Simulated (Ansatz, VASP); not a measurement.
**Two plane-wave programs on ScSiS4**

```xyz
6
Lattice="0.0000 3.7307 3.7307 3.7307 0.0000 3.7307 3.7307 3.7307 0.0000" Properties=species:S:1:pos:R:3 pbc="T T T"
Sc    0.0000    0.0000    0.0000
Si    5.5960    5.5960    5.5960
S     4.6689    2.7924    4.6689
S     4.6689    4.6689    2.7924
S     2.7924    4.6689    4.6689
S     2.7924    2.7924    2.7924
```

Change from the starting cell: species swapped into the GdInNi4 type (F-43m, No. 216).

Alike in both runs: functional PBE; k mesh 10 × 10 × 10; occupations gaussian, width 0.1 eV; no spin polarisation.

Ansatz relaxed the structure, and its values are those at the end. VASP's run is a single point on that final structure, the one shown.

```csv
,VASP,Ansatz
version,VASP 6.6.1,Ansatz 0.2.0
potentials or method,"VASP PAW PBE potentials, release 64 (Sc_sv, Si, S), cutoff 520 eV","scalar-relativistic, plane waves, PAW"
valence electrons in the cell,39,39
```

|  | VASP | Ansatz | Ansatz less VASP |
| --- | --- | --- | --- |
| gap on the k mesh at the Fermi level (eV) | none | none | - |
| pressure (GPa) | 0.0 | 0.0 | +0.02 |

A gap of «none» marks a metal or a gap that the smearing closes.
